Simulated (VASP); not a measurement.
# Al (a cell with a defect) in VASP: further runs

The runs below take Al (a cell with a defect) through single point, with PBE.

All numbers are computed with VASP 6.6.1; they aren't measurements. Logs are shortened: lines on timing, memory, paths and dates and some standing lists are left out, and cuts for length are marked.

### Step 1. The cell of the first run

The cell holds a defect, 7 atoms: a = 5.727 Å, b = 5.727 Å, c = 5.727 Å, α = 60.00°, β = 60.00°, γ = 60.00°.

### Step 2. Single point, PBE

The input, INCAR:

```
SYSTEM = Al
PREC = Accurate ; ENCUT = 400
EDIFF = 1E-6 ; ISMEAR = -1
SIGMA = 0.1 ; LREAL = .False.
LASPH = .True. ; NELM = 120
ALGO = Normal ; ISIF = 2
LWAVE = .False. ; LCHARG = .False.
GGA = PE ; NBANDS = 20
GGA_COMPAT = .False.
```

The input, KPOINTS:

```
Automatic mesh
0
Gamma
  2 2 2
  0 0 0
```

The input, POSCAR:

```
Al
1.0
    0.0000000000      4.0496100000      4.0496100000
    4.0496100000      0.0000000000      4.0496100000
    4.0496100000      4.0496100000      0.0000000000
Al
7
Direct
   -0.0207294036      0.0206019839      0.3787058507
    0.0067801591      0.5666014752     -0.0456167384
    0.0088508523      0.4987120982      0.4865326538
    0.5012087584     -0.0087623253     -0.0064102469
    0.4331496119     -0.0066132294      0.5278337914
    0.5334587775      0.4659206689      0.0040198933
    0.5372814913      0.4635395754      0.5299346110
```

Potentials or basis: VASP PAW PBE potentials, release 64 (Al).

Run with:

```sh
$ cat potpaw_PBE.64/Al/POTCAR > POTCAR
$ mpirun -np 1 vasp_std > vasp.out
```

OUTCAR:

```text
SYSTEM = Al
   PREC = Accurate
   ENCUT = 400
   EDIFF = 1E-6
   ISMEAR = -1
   LREAL = .False.
   LASPH = .True.
   NELM = 120
   ISIF = 2
   GGA = PE

 ion  position               nearest neighbor table
   1  0.979  0.021  0.379-   3 2.66   4 2.67   7 2.68   2 2.87   5 2.87   5 3.03   2 3.03   4 3.19
                             3 3.19   7 3.31   6 3.33
   2  0.007  0.567  0.954-   4 2.68   7 2.78   1 2.87   3 2.88   3 2.89   6 2.90   6 2.91   1 3.03
                             7 3.04   4 3.08
   3  0.009  0.499  0.487-   1 2.66   5 2.68   7 2.69   6 2.85   2 2.88   2 2.89   6 2.89   7 3.06
                             5 3.08   1 3.19
   4  0.501  0.991  0.994-   1 2.67   2 2.68   7 2.69   6 2.85   5 2.88   5 2.89   6 2.89   7 3.06
                             2 3.08   1 3.19
   5  0.433  0.993  0.528-   3 2.68   7 2.78   1 2.87   4 2.88   4 2.89   6 2.89   6 2.91   1 3.03
                             7 3.04   3 3.08
   6  0.533  0.466  0.004-   7 2.71   4 2.85   3 2.85   3 2.89   4 2.89   5 2.89   2 2.90   2 2.91
                             5 2.91   7 3.02   1 3.33
   7  0.537  0.464  0.530-   1 2.68   3 2.69   4 2.69   6 2.71   5 2.78   2 2.78   6 3.02   2 3.04
                             5 3.04   4 3.06   3 3.06   1 3.31

  LATTYP: Found a face centered cubic cell.
 ALAT       =     8.0992200000

  Lattice vectors:

 A1 = (   0.0000000000,   4.0496100000,   4.0496100000)
 A2 = (   4.0496100000,   0.0000000000,   4.0496100000)
 A3 = (   4.0496100000,   4.0496100000,   0.0000000000)

Analysis of symmetry for initial positions (statically):
=====================================================================
 Subroutine PRICEL returns:
 Original cell was already a primitive cell.

 Routine SETGRP: Setting up the symmetry group for a
 face centered cubic supercell.

 Subroutine GETGRP returns: Found  1 space group operations
 (whereof  1 operations were pure point group operations)
 out of a pool of 48 trial point group operations.

The static configuration has the point symmetry C_1 .

Analysis of symmetry for dynamics (positions and initial velocities):
=====================================================================
 Subroutine PRICEL returns:
 Original cell was already a primitive cell.

 Routine SETGRP: Setting up the symmetry group for a
 face centered cubic supercell.

 Subroutine GETGRP returns: Found  1 space group operations
 (whereof  1 operations were pure point group operations)
 out of a pool of 48 trial point group operations.

The dynamic configuration has the point symmetry C_1 .

[... 95 lines left out ...]
   IBRION =     -1    ionic relax: 0-MD 1-quasi-New 2-CG
   NFREE  =      0    steps in history (QN), initial steepest desc. (CG)
   ISIF   =      2    stress and relaxation
   ISYM   =      2    0-nonsym 1-usesym 2-fastsym
   POTIM  = 0.5000    time-step for ionic-motion
   TEBEG  =    0.0;   TEEND  =   0.0 temperature during run
   PSTRESS=    0.0 pullay stress
   NELECT =      21.0000    total number of electrons
   NUPDOWN=      -1.0000    fix difference up-down
   EMIN   =  10.00;   EMAX   =-10.00  energy-range for DOS
   EFERMI =   0.00;   METHOD = LEGACY
   ISMEAR =    -1;   SIGMA  =   0.10  broadening in eV -4-tet -1-fermi 0-gaus
   EFERMI_NEDOS =   21; number of points for ismear=-14 and -15
   IALGO  =     38    algorithm
   IMIX   =      4    mixing-type and parameters
     AMIX     =   0.40;   BMIX     =  1.00
     AMIX_MAG =   1.60;   BMIX_MAG =  1.00
  volume/ion in A,a.u.               =      18.97       128.05
  Fermi-wavevector in a.u.,A,eV,Ry     =   0.885234  1.672850 10.662058  0.783639
  Thomas-Fermi vector in A             =   2.006240
   LORBIT       =      0    0 simple, 1 ext, 2 COOP (PROOUT), +10 PAW based schemes
   GGA     = PE    functional components
   LHFCALC =     F    Hartree Fock is set to
   AEXX    =    0.0000 exact exchange contribution
   IVDW    =     0    specifies the selected vdW correction
   LEPSILON=     F    determine dielectric tensor
   LRPA    =     F    only Hartree local field effects (RPA)
 non-spin polarized calculation
  energy-cutoff  :      400.00
  volume of cell :      132.82
 maximum number of plane-waves:      2450
 NGX is ok and might be reduce to    40
   NGX = 19   NGY = 19   NGZ = 19

 number of electron      21.0000000 magnetization

 Free energy of the ion-electron system (eV)
  ---------------------------------------------------
  ext. energy  EPLUGINS =         0.00000000
  ---------------------------------------------------
  free energy    TOTEN  =       -22.94061897 eV

  energy without entropy =      -22.71844924  energy(sigma->0) =      -22.82953410

 E-fermi :   6.6823     XC(G=0):  -9.5969

 val. band max:        6.5754175568   @ k =   0.5000   0.5000   0.5000
 cond. band min:       6.7444934113   @ k =   0.5000   0.5000   0.0000
 fundamental gap:      0.1690758545
 Fermi energy:         6.6823057715

 k-point     1 :       0.0000    0.0000    0.0000
  band No.  band energies     occupation
      1      -3.8209      2.00000
      2       2.2242      2.00000
      3       2.3070      2.00000
      4       2.5194      2.00000
      5       2.5865      2.00000
      6       2.6982      2.00000
[... 173 lines left out ...]
     19       9.7741      0.00000
     20      10.3494      0.00000

------------------------ aborting loop because EDIFF is reached ----------------------------------------

  FORCE on cell =-STRESS in cart. coord.  units (eV):
  Direction    XX          YY          ZZ          XY          YZ          ZX
  --------------------------------------------------------------------------------------
  -------------------------------------------------------------------------------------
  Total        1.4987360     -0.7416083      0.4399672     -0.8403996      0.0220450      0.0196986
  in kB       18.0786550     -8.9457258      5.3071489    -10.1374056      0.2659201      0.2376166
  external PRESSURE =       4.8133593 kB  Pullay stress =       0.0000000 kB

 VOLUME and BASIS-vectors are now :
 -----------------------------------------------------------------------------
  energy-cutoff  :      400.00
  volume of cell :      132.82
      direct lattice vectors                 reciprocal lattice vectors
     0.000000000  4.049610000  4.049610000    -0.123468680  0.123468680  0.123468680
     4.049610000  0.000000000  4.049610000     0.123468680 -0.123468680  0.123468680
     4.049610000  4.049610000  0.000000000     0.123468680  0.123468680 -0.123468680

 POSITION                                       TOTAL-FORCE (eV/Angst)
 -----------------------------------------------------------------------------------
      1.61704      5.49927      4.04909         0.104671      0.147867      0.000415
      6.15939      3.89234      2.32197        -0.040960     -0.018254     -0.082049
      3.98986      2.00611      2.05543        -0.044227     -0.046952     -0.003154
      8.03778      6.05335      6.04383        -0.045871     -0.047116      0.001110
      6.16035      3.89161      5.77692        -0.042097     -0.012635      0.082114
      1.90308      2.17658      4.04710         0.024396      0.002197      0.005287
      4.02318      4.32181      4.05293         0.044089     -0.025107     -0.003723
 -----------------------------------------------------------------------------------
    total drift:                               -0.000000     -0.000007      0.000000

  FREE ENERGIE OF THE ION-ELECTRON SYSTEM (eV)
  ---------------------------------------------------
  free  energy   TOTEN  =       -22.9406189714 eV

  energy  without entropy=      -22.7184492368  energy(sigma->0) =      -22.82953410
```

OSZICAR:

```text
N       E                     dE             d eps       ncg     rms          rms(c)
DAV:   1     0.150704191540E+02    0.15070E+02   -0.60617E+03   320   0.656E+02
DAV:   2    -0.217509719785E+02   -0.36821E+02   -0.34720E+02   400   0.979E+01
DAV:   3    -0.231946268793E+02   -0.14437E+01   -0.14006E+01   396   0.162E+01
DAV:   4    -0.232151161105E+02   -0.20489E-01   -0.20463E-01   404   0.233E+00
DAV:   5    -0.232154149711E+02   -0.29886E-03   -0.29884E-03   416   0.282E-01    0.356E+00
DAV:   6    -0.230170750057E+02    0.19834E+00   -0.14696E-01   360   0.142E+00    0.205E+00
DAV:   7    -0.229417012334E+02    0.75374E-01   -0.15458E-01   412   0.145E+00    0.368E-01
DAV:   8    -0.229405279388E+02    0.11733E-02   -0.11992E-02   364   0.502E-01    0.186E-01
DAV:   9    -0.229405942635E+02   -0.66325E-04   -0.79208E-04   356   0.135E-01    0.667E-02
DAV:  10    -0.229406131899E+02   -0.18926E-04   -0.12078E-04   360   0.452E-02    0.237E-02
DAV:  11    -0.229406191950E+02   -0.60051E-05   -0.17956E-05   412   0.197E-02    0.366E-03
DAV:  12    -0.229406189714E+02    0.22357E-06   -0.14068E-06   272   0.514E-03
   1 F= -.22940619E+02 E0= -.22829534E+02  d E =-.222170E+00
```

It took 12 s on 1 thread of Intel Xeon Platinum 8488C (Sapphire Rapids), shared host; peak memory 0.22 GiB.

What came out:

```yaml
Free_energy: -22.9406 eV
Pressure: 0.5 GPa
Largest_force: 0.181 eV/Å
```

Forces on the atoms (eV/Å):
```
Al   0.105  0.148  0.000
Al  -0.041 -0.018 -0.082
Al  -0.044 -0.047 -0.003
Al  -0.046 -0.047  0.001
Al  -0.042 -0.013  0.082
Al   0.024  0.002  0.005
Al   0.044 -0.025 -0.004
```

Stress tensor (GPa, compression positive):
```
 1.81 -1.01  0.02
-1.01 -0.89  0.03
 0.02  0.03  0.53
```

Caveat: the k points lie up to 0.67 Å⁻¹ apart.

### Step 3. Single point, PBE

The input, INCAR:

```
SYSTEM = Al
PREC = Accurate
ENCUT = 400
EDIFF = 1E-6
ISMEAR = -1
SIGMA = 0.1
LREAL = .False.
LASPH = .True.
NELM = 120
ALGO = Normal
ISIF = 2
LWAVE = .False.
LCHARG = .False.
GGA = PE
NBANDS = 20
GGA_COMPAT = .False.
```

The input, KPOINTS:

```
regular mesh
0
Gamma
  2 2 2
  0 0 0
```

The input, POSCAR:

```
Al
1.0
    0.0000000000      4.0496100000      4.0496100000
    4.0496100000      0.0000000000      4.0496100000
    4.0496100000      4.0496100000      0.0000000000
Al
7
Direct
   -0.0211277135      0.0213158798      0.1129533461
    0.0047726818      0.5661679767     -0.0248168342
    0.0081262146      0.5058721704      0.5108516623
    0.4966454794     -0.0090111147      0.0212757525
    0.4326698126     -0.0046024185      0.5464570662
    0.5344666523      0.4626701090     -0.0341555113
    0.5444468727      0.4575876442      0.4924342097
```

Potentials or basis: VASP PAW PBE potentials, release 64 (Al).

Run with:

```sh
$ cat potpaw_PBE.64/Al/POTCAR > POTCAR
$ mpirun -np 1 vasp_std > vasp.out
```

Wall time 12 s (1 thread of Intel Xeon Platinum 8488C (Sapphire Rapids), shared host); peak memory 0.22 GiB.

The run converged. Its results:

| Item | Value |
| --- | --- |
| Free energy | -22.9523 eV |
| Pressure | 0.5 GPa |
| Largest force | 0.145 eV/Å |

Forces in eV/Å, atoms in the order of the input:
```
Al  -0.135 -0.053  0.006
Al   0.006  0.053 -0.065
Al  -0.003  0.032  0.042
Al   0.007  0.029 -0.047
Al   0.010  0.047  0.062
Al   0.101 -0.055  0.013
Al   0.014 -0.053 -0.011
```

Stress tensor (GPa, compression positive):
```
-1.04 -0.82  0.09
-0.82  1.99  0.05
 0.09  0.05  0.61
```

Levels at points of the mesh, in eV from the Fermi level:
```csv
k point,band 8,band 9,band 10,band 11,band 12,band 13,band 14,band 15
"(0.00, 0.00, 0.00)",-3.77,-2.93,-1.95,-1.81,-1.74,-1.39,-1.03,0.83
"(0.50, 0.00, 0.00)",-3.28,-0.53,-0.31,-0.17,0.08,0.35,0.64,3.49
"(0.00, 0.50, 0.00)",-3.29,-0.53,-0.31,-0.16,0.09,0.34,0.63,3.47
"(0.00, 0.00, 0.50)",-3.23,-0.32,-0.27,-0.17,-0.08,0.27,0.50,3.37
"(0.50, 0.50, 0.50)",-3.23,-0.31,-0.27,-0.18,-0.07,0.27,0.48,3.37
"(0.50, 0.50, 0.00)",-0.45,0.06,0.46,0.60,0.68,1.01,1.31,1.90
"(0.00, 0.50, 0.50)",-0.59,0.16,0.38,0.61,0.72,1.23,1.38,1.76
"(0.50, 0.00, 0.50)",-0.51,0.18,0.25,0.42,0.91,1.09,1.36,1.88
```

Caveat: the k points lie up to 0.67 Å⁻¹ apart.
